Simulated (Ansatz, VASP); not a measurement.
One calculation of BeTe, two programs

```xyz
4
Lattice="3.9119 0.0000 0.0000 0.0000 3.9119 0.0000 0.0000 0.0000 7.4258" Properties=species:S:1:pos:R:3 pbc="T T T"
Be    0.0000    0.0000    3.7129
Be    1.9560    1.9560    3.7129
Te    1.9560    0.0000    5.2436
Te    0.0000    1.9560    2.1822
```

Alike in both runs: functional PBE; k mesh 8 × 8 × 4; occupations gaussian, width 0.02 eV; no spin polarisation.

Ansatz relaxed the structure, and its values are those at the end. VASP's run is a single point on that final structure, the one shown.

```csv
,VASP,Ansatz
version,VASP 6.6.1,Ansatz 0.2.0
potentials or method,"VASP PAW PBE potentials, release 64 (Be, Te), cutoff 520 eV","scalar-relativistic, plane waves, PAW"
valence electrons in the cell,16,36
```

Ansatz gave:

```
gap on the k mesh at the Fermi level (eV) : 2.12
least direct gap on the mesh (eV)         : 2.12
pressure (GPa)                            : 0.0
rms of the force components (eV/Å)        : 0.001
```

Q: What did VASP give for the same quantities?

A: gap on the k mesh at the Fermi level (eV): 2.11; least direct gap on the mesh (eV): 2.11; pressure (GPa): 0.1; rms of the force components (eV/Å): 0.020.

VASP's potentials hold 16 valence electrons a cell and Ansatz's 36, so a difference there can come from the potentials and not from the codes.

Spin-orbit coupling is off throughout.
